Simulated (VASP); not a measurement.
# SnTe2 (Fm-3m) in VASP: notebook

The runs below take SnTe2 through single point, with r2SCAN.

All numbers are computed with VASP 6.6.1; they aren't measurements. Logs are shortened: lines on timing, memory, paths and dates and some standing lists are left out, and cuts for length are marked.

## 1. The cell of the first run

It takes space group Fm-3m (No. 225, cubic). Conventional cell: a = 7.402 Å, b = 7.402 Å, c = 7.402 Å, α = 90.00°, β = 90.00°, γ = 90.00°. Within 4.2 Å of Sn (site symmetry m-3m) lie 8 Te at 3.21 Å. Within 4.2 Å of Te (site symmetry -43m) lie 4 Sn at 3.21 Å and 6 Te at 3.70 Å.

## 2. Single point, r2SCAN

Input file POSCAR:

```
SnTe2
1.0
    0.0000000000      3.7010376726      3.7010376726
    3.7010376726      0.0000000000      3.7010376726
    3.7010376726      3.7010376726      0.0000000000
Sn Te
1 2
Direct
    0.0000000000      0.0000000000      0.0000000000
    0.2500000000      0.2500000000      0.2500000000
    0.7500000000      0.7500000000      0.7500000000
```

Input file INCAR.step1:

```
PREC     = Accurate       # precision mode
ENCUT    = 520            # plane-wave cutoff, eV
ISMEAR   = -1             # smearing method
SIGMA    = 0.02           # smearing width, eV
LREAL    = F              # projectors in reciprocal space
LASPH    = T              # aspherical terms in the spheres
NELM     = 100            # most SCF steps
NBANDS   = 20             # bands
GGA      = PE             # functional
ALGO     = Normal         # electronic algorithm
EDIFF    = 1E-4           # SCF threshold, eV
LWAVE    = T              # write WAVECAR
LCHARG   = F              # write CHGCAR
```

Input file INCAR.step2:

```
PREC     = Accurate       # precision mode
ENCUT    = 520            # plane-wave cutoff, eV
EDIFF    = 1E-6           # SCF threshold, eV
ISMEAR   = -1             # smearing method
SIGMA    = 0.02           # smearing width, eV
LREAL    = F              # projectors in reciprocal space
LASPH    = T              # aspherical terms in the spheres
NELM     = 100            # most SCF steps
ALGO     = Normal         # electronic algorithm
ISIF     = 2              # what is computed and relaxed
LWAVE    = F              # write WAVECAR
LCHARG   = T              # write CHGCAR
METAGGA  = R2SCAN         # meta-GGA
LMIXTAU  = T            
LELF     = T              # ELF
LVHAR    = T            
NBANDS   = 20             # bands
ISTART   = 1
```

Input file KPOINTS:

```
regular mesh
0
Gamma
  2 2 2
```

Potentials or basis: VASP PAW PBE potentials, release 64 (Sn_d, Te).

Command:

```
$ cat potpaw_PBE.64/Sn_d/POTCAR potpaw_PBE.64/Te/POTCAR > POTCAR
$ cp INCAR.step1 INCAR
$ mpirun -np 1 vasp_std > vasp.out
$ cp INCAR.step2 INCAR
$ mpirun -np 1 vasp_std > vasp.out
```

OUTCAR:

```text
PREC = Accurate
   ENCUT = 520
   EDIFF = 1E-6
   ISMEAR = -1
   LREAL = F
   LASPH = T
   NELM = 100
   ISIF = 2
   METAGGA = R2SCAN
   ISTART = 1

 ion  position               nearest neighbor table
   1  0.000  0.000  0.000-   3 3.21   3 3.21   3 3.21   2 3.21   3 3.21   2 3.21   2 3.21   2 3.21

   2  0.250  0.250  0.250-   1 3.21   1 3.21   1 3.21   1 3.21
   3  0.750  0.750  0.750-   1 3.21   1 3.21   1 3.21   1 3.21

  LATTYP: Found a face centered cubic cell.
 ALAT       =     7.4020753452

  Lattice vectors:

 A1 = (   0.0000000000,   3.7010376726,   3.7010376726)
 A2 = (   3.7010376726,   0.0000000000,   3.7010376726)
 A3 = (   3.7010376726,   3.7010376726,   0.0000000000)

Analysis of symmetry for initial positions (statically):
=====================================================================
 Subroutine PRICEL returns:
 Original cell was already a primitive cell.

 Routine SETGRP: Setting up the symmetry group for a
 face centered cubic supercell.

 Subroutine GETGRP returns: Found 48 space group operations
 (whereof 48 operations were pure point group operations)
 out of a pool of 48 trial point group operations.

The static configuration has the point symmetry O_h .

Analysis of symmetry for dynamics (positions and initial velocities):
=====================================================================
 Subroutine PRICEL returns:
 Original cell was already a primitive cell.

 Routine SETGRP: Setting up the symmetry group for a
 face centered cubic supercell.

 Subroutine GETGRP returns: Found 48 space group operations
 (whereof 48 operations were pure point group operations)
 out of a pool of 48 trial point group operations.

The dynamic configuration has the point symmetry O_h .

 Subroutine INISYM returns: Found 48 space group operations
 (whereof 48 operations are pure point group operations),
 and found     1 'primitive' translations

----------------------------------------------------------------------------------------

                                     Primitive cell

  volume of cell :     101.3913

  direct lattice vectors                    reciprocal lattice vectors
     0.000000000  3.701037673  3.701037673    -0.135097247  0.135097247  0.135097247
     3.701037673  0.000000000  3.701037673     0.135097247 -0.135097247  0.135097247
     3.701037673  3.701037673  0.000000000     0.135097247  0.135097247 -0.135097247

  length of vectors
     5.234057671  5.234057671  5.234057671     0.233995295  0.233995295  0.233995295

  position of ions in fractional coordinates (direct lattice)
     0.000000000  0.000000000  0.000000000
     0.250000000  0.250000000  0.250000000
     0.750000000  0.750000000  0.750000000

  ion indices of the primitive-cell ions
   primitive index   ion index
                 1           1
                 2           2
                 3           3

----------------------------------------------------------------------------------------

 KPOINTS: regular mesh

Automatic generation of k-mesh.
 Grid dimensions read from file:
 generate k-points for:    2    2    2

 Generating k-lattice:

  Cartesian coordinates                     Fractional coordinates (reciprocal lattice)
    -0.067548623  0.067548623  0.067548623     0.500000000  0.000000000  0.000000000
     0.067548623 -0.067548623  0.067548623     0.000000000  0.500000000  0.000000000
     0.067548623  0.067548623 -0.067548623     0.000000000  0.000000000  0.500000000

  Length of vectors
     0.116997648  0.116997648  0.116997648

  Shift w.r.t. Gamma in fractional coordinates (k-lattice)
     0.000000000  0.000000000  0.000000000

 Subroutine IBZKPT returns following result:
 ===========================================

 Found      3 irreducible k-points:

 Following reciprocal coordinates:
            Coordinates               Weight
  0.000000  0.000000  0.000000      1.000000
  0.500000  0.000000  0.000000      4.000000
  0.500000  0.500000  0.000000      3.000000
   k-points           NKPTS =      3   k-points in BZ     NKDIM =      3   number of bands    NBANDS=     20
   number of dos      NEDOS =    301   number of ions     NIONS =      3
   total plane-waves  NPLWV =  64000
   dimension x,y,z NGX =    40 NGY =   40 NGZ =   40
   dimension x,y,z NGXF=    80 NGYF=   80 NGZF=   80
   ions per type =               1   2
   NGX,Y,Z   is equivalent  to a cutoff of  12.70, 12.70, 12.70 a.u.
   NGXF,Y,Z  is equivalent  to a cutoff of  25.41, 25.41, 25.41 a.u.
 SYSTEM =  unknown system
   PREC   = accura    normal or accurate (medium, high low for compatibility)
   ISTART =      1    job   : 0-new  1-cont  2-samecut
   ICHARG =      0    charge: 1-file 2-atom 10-const
   ISPIN  =      1    spin polarized calculation?
   LNONCOLLINEAR =      F non collinear calculations
   LSORBIT =      F    spin-orbit coupling
   LASPH  =      T    aspherical Exc in radial PAW
   ENCUT  =  520.0 eV  38.22 Ry    6.18 a.u.   9.73  9.73  9.73*2*pi/ulx,y,z
   NELM   =    100;   NELMIN=  2; NELMDL=  0     # of ELM steps
   EDIFF  = 0.1E-05   stopping-criterion for ELM
   LREAL  =      F    real-space projection
   EDIFFG = 0.1E-04   stopping-criterion for IOM
   NSW    =      0    number of steps for IOM
   IBRION =     -1    ionic relax: 0-MD 1-quasi-New 2-CG
   NFREE  =      0    steps in history (QN), initial steepest desc. (CG)
   ISIF   =      2    stress and relaxation
   ISYM   =      2    0-nonsym 1-usesym 2-fastsym
   POTIM  = 0.5000    time-step for ionic-motion
   TEBEG  =    0.0;   TEEND  =   0.0 temperature during run
   PSTRESS=    0.0 pullay stress
   NELECT =      26.0000    total number of electrons
   NUPDOWN=      -1.0000    fix difference up-down
   EMIN   =  10.00;   EMAX   =-10.00  energy-range for DOS
   EFERMI =   0.00;   METHOD = LEGACY
   ISMEAR =    -1;   SIGMA  =   0.02  broadening in eV -4-tet -1-fermi 0-gaus
   EFERMI_NEDOS =   21; number of points for ismear=-14 and -15
   IALGO  =     38    algorithm
   IMIX   =      4    mixing-type and parameters
     AMIX     =   0.40;   BMIX     =  1.00
     AMIX_MAG =   1.60;   BMIX_MAG =  1.00
  volume/ion in A,a.u.               =      33.80       228.07
  Fermi-wavevector in a.u.,A,eV,Ry     =   1.040078  1.965462 14.718260  1.081762
  Thomas-Fermi vector in A             =   2.174637
   LORBIT       =      0    0 simple, 1 ext, 2 COOP (PROOUT), +10 PAW based schemes
   METAGGA = R2SCAN    functional components
   LHFCALC =     F    Hartree Fock is set to
   AEXX    =    0.0000 exact exchange contribution
   IVDW    =     0    specifies the selected vdW correction
   LEPSILON=     F    determine dielectric tensor
   LRPA    =     F    only Hartree local field effects (RPA)
 non-spin polarized calculation
  energy-cutoff  :      520.00
  volume of cell :      101.39
 maximum number of plane-waves:      2764
 NGX is ok and might be reduce to    40
   NGX = 19   NGY = 19   NGZ = 19

 number of electron      26.0000004 magnetization

 Free energy of the ion-electron system (eV)
  ---------------------------------------------------
  ext. energy  EPLUGINS =         0.00000000
  ---------------------------------------------------
  free energy    TOTEN  =       -75.74034838 eV

  energy without entropy =      -75.72683147  energy(sigma->0) =      -75.73358992

 E-fermi :   5.8924     XC(G=0):  -9.6298

 val. band max:        5.8602461591   @ k =   0.5000   0.5000   0.0000
 cond. band min:       6.1985086546   @ k =   0.5000   0.0000   0.0000
 fundamental gap:      0.3382624955
 Fermi energy:         5.8924336569

 k-point     1 :       0.0000    0.0000    0.0000
  band No.  band energies     occupation
      1     -16.9042      2.00000
      2     -16.9042      2.00000
      3     -16.9042      2.00000
      4     -16.8892      2.00000
      5     -16.8892      2.00000
      6      -7.4636      2.00000
[... 12 lines left out ...]
     19      10.6288      0.00000
     20      11.4251      0.00000

 k-point     2 :       0.5000    0.0000    0.0000
  band No.  band energies     occupation
      1     -16.9064      2.00000
      2     -16.9026      2.00000
      3     -16.9026      2.00000
      4     -16.8892      2.00000
      5     -16.8891      2.00000
      6      -6.0801      2.00000
[... 12 lines left out ...]
     19      12.2127      0.00000
     20      12.2127      0.00000

 k-point     3 :       0.5000    0.5000    0.0000
  band No.  band energies     occupation
      1     -16.9091      2.00000
      2     -16.9010      2.00000
      3     -16.9009      2.00000
      4     -16.8900      2.00000
      5     -16.8885      2.00000
      6      -6.1669      2.00000
[... 12 lines left out ...]
     19      12.2323      0.00000
     20      13.5197      0.00000

------------------------ aborting loop because EDIFF is reached ----------------------------------------

  FORCE on cell =-STRESS in cart. coord.  units (eV):
  Direction    XX          YY          ZZ          XY          YZ          ZX
  --------------------------------------------------------------------------------------
  -------------------------------------------------------------------------------------
  Total       -2.0079094     -2.0079094     -2.0079094      0.0000000     -0.0000000      0.0000000
  in kB      -31.7288388    -31.7288388    -31.7288388      0.0000000     -0.0000000      0.0000000
  external PRESSURE =     -31.7288388 kB  Pullay stress =       0.0000000 kB

 VOLUME and BASIS-vectors are now :
 -----------------------------------------------------------------------------
  energy-cutoff  :      520.00
  volume of cell :      101.39
      direct lattice vectors                 reciprocal lattice vectors
     0.000000000  3.701037673  3.701037673    -0.135097247  0.135097247  0.135097247
     3.701037673  0.000000000  3.701037673     0.135097247 -0.135097247  0.135097247
     3.701037673  3.701037673  0.000000000     0.135097247  0.135097247 -0.135097247

 POSITION                                       TOTAL-FORCE (eV/Angst)
 -----------------------------------------------------------------------------------
      0.00000      0.00000      0.00000         0.000000      0.000000      0.000000
      1.85052      1.85052      1.85052         0.000000      0.000000      0.000000
      5.55156      5.55156      5.55156        -0.000000     -0.000000     -0.000000
 -----------------------------------------------------------------------------------
    total drift:                               -0.000000      0.000000      0.000000

  FREE ENERGIE OF THE ION-ELECTRON SYSTEM (eV)
  ---------------------------------------------------
  free  energy   TOTEN  =       -75.7403483831 eV

  energy  without entropy=      -75.7268314660  energy(sigma->0) =      -75.73358992
```

Wall time 65 s (1 thread of Intel Xeon 6975P-C, shared host); peak memory 0.26 GiB.

Results:

| Item | Value |
| --- | --- |
| Free energy | -75.7403 eV |
| Pressure | -3.2 GPa |
| Band gap on the k mesh | zero (band 13 reaches 5.86 eV, above the bottom of band 14 at 3.86 eV) |

Levels at points of the mesh, in eV from the Fermi level:
```tsv
k point	band 9	band 10	band 11	band 12	band 13	band 14	band 15	band 16	band 17	band 18
(0.00, 0.00, 0.00)	-3.25	-3.25	-3.25	-2.03	-2.03	-2.03	1.28	1.28	1.28	4.74
(0.50, 0.00, 0.00)	-3.61	-3.61	-3.02	-2.43	-2.43	0.31	2.94	2.94	4.22	5.64
(0.50, 0.50, 0.00)	-4.98	-4.98	-2.14	-0.03	-0.03	0.63	1.91	3.89	3.89	5.34
```

Caveat: the k points lie up to 0.74 Å⁻¹ apart; the PAW data sets were made with another functional, which shifts forces and pressure a little; spin-orbit coupling is left out, which moves the levels of the heavy elements.

## 3. Single point, r2SCAN

POSCAR is that of step 2.

Input file INCAR.step1:

```
SYSTEM = SnTe2
PREC = Accurate
ENCUT = 520
ISMEAR = 1
SIGMA = 0.05
LREAL = .False.
LASPH = .True.
NELM = 100
NBANDS = 20
GGA = PE
ALGO = Normal
EDIFF = 1E-4
LWAVE = .True.
LCHARG = .False.
```

Input file INCAR.step2:

```
SYSTEM = SnTe2
PREC = Accurate
ENCUT = 520
EDIFF = 1E-7
ISMEAR = 1
SIGMA = 0.05
LREAL = .False.
LASPH = .True.
NELM = 100
ALGO = Normal
ISIF = 2
LWAVE = .False.
LCHARG = .False.
METAGGA = R2SCAN
LMIXTAU = .True.
NBANDS = 20
ISTART = 1
```

Input file KPOINTS:

```
Automatic mesh
0
Gamma
  4 4 4
  0 0 0
```

Potentials or basis: VASP PAW PBE potentials, release 64 (Sn_d, Te).

Command:

```
$ cat potpaw_PBE.64/Sn_d/POTCAR potpaw_PBE.64/Te/POTCAR > POTCAR
$ cp INCAR.step1 INCAR
$ mpirun -np 1 vasp_std > vasp.out
$ cp INCAR.step2 INCAR
$ mpirun -np 1 vasp_std > vasp.out
```

Wall time 2.1 min (1 thread of Intel Xeon 6975P-C, shared host); peak memory 0.27 GiB.

It converged, with:

```
Free energy            : -74.8943 eV
Pressure               : 0.5 GPa
Band gap on the k mesh : zero (band 13 reaches 6.08 eV, above the bottom of band 14 at 3.92 eV)
```

Levels at points of the mesh, in eV from the Fermi level:
```
           k point  band 11  band 12  band 13  band 14  band 15  band 16
(0.00, 0.00, 0.00)    -2.75    -1.43    -1.43    -1.43     1.85     1.85
(0.50, 0.00, 0.00)    -2.48    -1.93    -1.93     0.83     3.53     3.53
(0.50, 0.50, 0.00)    -1.59     0.49     0.49     1.14     2.55     4.50
```

Caveat: the k points lie up to 0.37 Å⁻¹ apart; the PAW data sets were made with another functional, which shifts forces and pressure a little; spin-orbit coupling is left out, which moves the levels of the heavy elements.

## 4. Single point, r2SCAN

POSCAR is that of step 3.

Input file INCAR.step1:

```
PREC = Accurate ; ENCUT = 520
ISMEAR = -1 ; SIGMA = 0.02
LREAL = F ; LASPH = T
NELM = 60 ; NBANDS = 20
GGA = PE ; ALGO = Normal
EDIFF = 1E-4 ; LWAVE = T
LCHARG = F
```

Input file INCAR.step2:

```
PREC = Accurate ; ENCUT = 520
EDIFF = 1E-6 ; ISMEAR = -1
SIGMA = 0.02 ; LREAL = F
LASPH = T ; NELM = 60
ALGO = Normal ; ISIF = 2
LWAVE = F ; LCHARG = F
METAGGA = R2SCAN ; LMIXTAU = T
NBANDS = 20 ; ISTART = 1
```

Input file KPOINTS:

```
regular mesh
0
Gamma
  4 4 4
```

Command:

```
$ cat potpaw_PBE.64/Sn_d/POTCAR potpaw_PBE.64/Te/POTCAR > POTCAR
$ cp INCAR.step1 INCAR
$ mpirun -np 1 vasp_std > vasp.out
$ cp INCAR.step2 INCAR
$ mpirun -np 1 vasp_std > vasp.out
```

Run time: 96 s. Hardware: 1 thread of Intel Xeon 6975P-C, shared host; peak memory 0.26 GiB.

It converged, with:

```
Free energy            : -74.8999 eV
Pressure               : 0.4 GPa
Band gap on the k mesh : zero (band 13 reaches 6.09 eV, above the bottom of band 14 at 3.92 eV)
```

Levels at points of the mesh, in eV from the Fermi level:
```tsv
k point	band 9	band 10	band 11	band 12	band 13	band 14	band 15	band 16	band 17	band 18
(0.00, 0.00, 0.00)	-2.75	-2.75	-2.75	-1.43	-1.43	-1.43	1.85	1.85	1.85	5.25
(0.50, 0.00, 0.00)	-3.05	-3.05	-2.48	-1.92	-1.92	0.83	3.53	3.53	4.85	6.17
(0.50, 0.50, 0.00)	-4.44	-4.44	-1.59	0.49	0.49	1.15	2.55	4.49	4.49	5.88
```

Caveat: the k points lie up to 0.37 Å⁻¹ apart; the PAW data sets were made with another functional, which shifts forces and pressure a little; spin-orbit coupling is left out, which moves the levels of the heavy elements.

## 5. Overview

| k mesh | smearing | gap on the mesh (eV) | pressure (GPa) |
| --- | --- | --- | --- |
| 2 × 2 × 2 | fermi-dirac 0.02 eV | none | -3.2 |
| 4 × 4 × 4 | methfessel-paxton 0.05 eV | none | 0.5 |
| 4 × 4 × 4 | fermi-dirac 0.02 eV | none | 0.4 |

Alike in all rows: task single point; level r2SCAN; potentials or basis VASP PAW PBE potentials, release 64 (Sn_d, Te); no spin polarisation; cell as given; cutoff (eV) 520.

Caveats: all runs use coarse meshes; the PAW data sets were made with another functional, which shifts forces and pressure a little; spin-orbit coupling is left out, which moves the levels of the heavy elements.

Total energies depend on the potentials used, so only differences within one code and one set of settings carry meaning.
